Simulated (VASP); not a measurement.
Input of a VASP 6.6.1 run:

File INCAR:

```
SYSTEM = Ti3Al
ALGO = Normal
EDIFF = 1E-7
EDIFFG = -0.01
ENCUT = 500
GGA = PS
GGA_COMPAT = .False.
IBRION = 2
ISIF = 3
ISMEAR = 1
LASPH = .True.
LCHARG = .False.
LREAL = .False.
LWAVE = .False.
NELM = 120
NELMIN = 4
NSW = 80
PREC = Accurate
SIGMA = 0.1
```

File KPOINTS:

```
k-points
0
Gamma
  6 6 6
  0 0 0
```

File POSCAR:

```
Ti3Al
1.0
    0.0000000000      3.2300000000      3.2300000000
    3.2300000000      0.0000000000      3.2300000000
    3.2300000000      3.2300000000      0.0000000000
Al Ti
1 3
Direct
    0.0000000000      0.0000000000      0.0000000000
    0.5000000000      0.5000000000      0.5000000000
    0.2500000000      0.2500000000      0.2500000000
    0.7500000000      0.7500000000      0.7500000000
```

Potentials or basis: VASP PAW PBE potentials, release 64 (Al, Ti_sv).

The run is started by

```console
$ cat potpaw_PBE.64/Al/POTCAR potpaw_PBE.64/Ti_sv/POTCAR > POTCAR
$ mpirun -np 1 vasp_std > vasp.out
```

**Question.** What does it give for the relaxed volume?

**Answer.** 16.12 Å³/atom.

**Question.** Predict the band gap on the k mesh.

**Answer.** Zero (an odd number of electrons rules out a gap without spin polarisation).

**Question.** Predict the relaxed cell.

**Answer.** a = 4.501 Å, b = 4.501 Å, c = 4.501 Å, α = 60.00°, β = 60.00°, γ = 60.00°.

**Question.** What does it give for the space group after relaxing (to 0.1 Å)?

**Answer.** Fm-3m (No. 225).

Final structure:
```
Al Ti
1.0
     0.00000    3.18285    3.18285
     3.18285    0.00000    3.18285
     3.18285    3.18285    0.00000
Al Ti
1 3
Direct
  0.00000 0.00000 0.00000
  0.50000 0.50000 0.50000
  0.25000 0.25000 0.25000
  0.75000 0.75000 0.75000
```

Caveat: the PAW data sets were made with another functional, which shifts forces and pressure a little.
